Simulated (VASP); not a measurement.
Write the native input for VASP 6.6.1 that does the following.

| Quantity | Value |
| --- | --- |
| Task | relaxation of cell and atoms |
| Functional | r2SCAN |
| Potentials or basis | VASP PAW PBE potentials, release 64 (Mo_sv, P) |
| Cutoff | 550 eV |
| k mesh | 15 × 15 × 14 |
| Occupations | fermi-dirac, width 0.15 eV |
| Spin | no spin polarisation |
| Dipole correction | no |
| Further INCAR settings | ALGO = Normal; EDIFF = 1e-07; IBRION = 2; EDIFFG = -0.001; NSW = 80; ISIF = 3 |

Crystal: MoP.

```xyz
2
Lattice="3.2351 0.0000 0.0000 -1.6176 2.8017 0.0000 0.0000 0.0000 3.1814" Properties=species:S:1:pos:R:3 pbc="T T T"
Mo    0.0000    0.0000    0.0000
P     0.0000    1.8678    1.5907
```

The input as run:

POSCAR

```
MoP
1.0
    3.2351427781      0.0000000000      0.0000000000
   -1.6175713891      2.8017158307      0.0000000000
    0.0000000000      0.0000000000      3.1814445020
Mo P
1 1
Direct
    0.0000000000      0.0000000000      0.0000000000
    0.3333333333      0.6666666667      0.5000000000
```

INCAR.step1

```
PREC = Accurate
ENCUT = 550
ISMEAR = -1
SIGMA = 0.15
LREAL = False
LASPH = True
NELM = 120
GGA = PE
ALGO = Normal
EDIFF = 1E-5
LWAVE = True
LCHARG = False
GGA_COMPAT = False
IBRION = 2
ISIF = 3
EDIFFG = -0.005
NELMIN = 4
NSW = 100
```

INCAR.step2

```
PREC = Accurate
ENCUT = 550
EDIFF = 1E-7
ISMEAR = -1
SIGMA = 0.15
LREAL = False
LASPH = True
NELM = 120
ALGO = Normal
ISIF = 3
LWAVE = False
LCHARG = False
METAGGA = R2SCAN
LMIXTAU = True
IBRION = 2
NSW = 80
EDIFFG = -0.001
ISTART = 1
GGA_COMPAT = False
NELMIN = 4
```

KPOINTS

```
Automatic mesh
0
Gamma
  15 15 14
```

Potentials or basis: VASP PAW PBE potentials, release 64 (Mo_sv, P).

Command:

```sh
$ cat potpaw_PBE.64/Mo_sv/POTCAR potpaw_PBE.64/P/POTCAR > POTCAR
$ cp INCAR.step1 INCAR
$ mpirun -np 1 vasp_std > vasp.out
$ cp INCAR.step2 INCAR
$ mpirun -np 1 vasp_std > vasp.out
```

Results of the run:

| Quantity | Value |
| --- | --- |
| Relaxed volume | 14.45 Å³/atom |
| Relaxed cell | a = 3.240 Å, b = 3.240 Å, c = 3.180 Å, α = 90.00°, β = 90.00°, γ = 120.00° |
| Space group after relaxing (to 0.1 Å) | P-6m2 (No. 187) |
| Energy gained by relaxing | 0.1 meV/atom |
| Ionic steps | 6 |
| Pressure after relaxing | 0.0 GPa |
| Band gap on the k mesh | zero (an odd number of electrons rules out a gap without spin polarisation) |

Caveat: the PAW data sets were made with another functional, which shifts forces and pressure a little.

Run time: 10 min on 1 thread of Intel(R) Xeon(R) 6975P-C (Granite Rapids), with other jobs on the host, peak memory 0.23 GiB.
